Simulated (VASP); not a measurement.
Runs of VASP 6.6.1 on Ir. The structure is that of space group Pm-3m (No. 221), or close to it. The cells are those of the table. This isn't the form of Ir at room conditions, which is fcc.

```tsv
cell	k mesh	gap on the mesh (eV)	pressure (GPa)	moment (μB)
a = 2.553 Å, 1 atom	14 × 14 × 14	none	(a)	0.00
a = 2.446 Å, 1 atom	14 × 14 × 14	none	48.6	0.00
a = 2.586 Å, 1 atom	14 × 14 × 14	none	-8.7	0.00
a = 2.553 Å, 1 atom	13 × 13 × 13	none	1.6	0.00
a = 2.619 Å, 1 atom	14 × 14 × 14	none	(b)	0.00
```

Alike in all rows: task single point; level r2SCAN; potentials or basis VASP PAW PBE potentials, release 64 (Ir); spin collinear; cutoff (eV) 520; smearing fermi-dirac 0.05 eV.

**Question.** Fill in the values left out.

**Answer.** (a) 1.0; (b) -16.3.

Caveats: the PAW data sets were made with another functional, which shifts forces and pressure a little; spin-orbit coupling is left out, which moves the levels of the heavy elements; the cell stands under tension (at least some runs); the cell stands under pressure (at least some runs).

A k mesh can miss the band edges, and the runs leave out spin-orbit coupling on Ir.

A gap of «none» marks levels without a gap at the run's occupations.
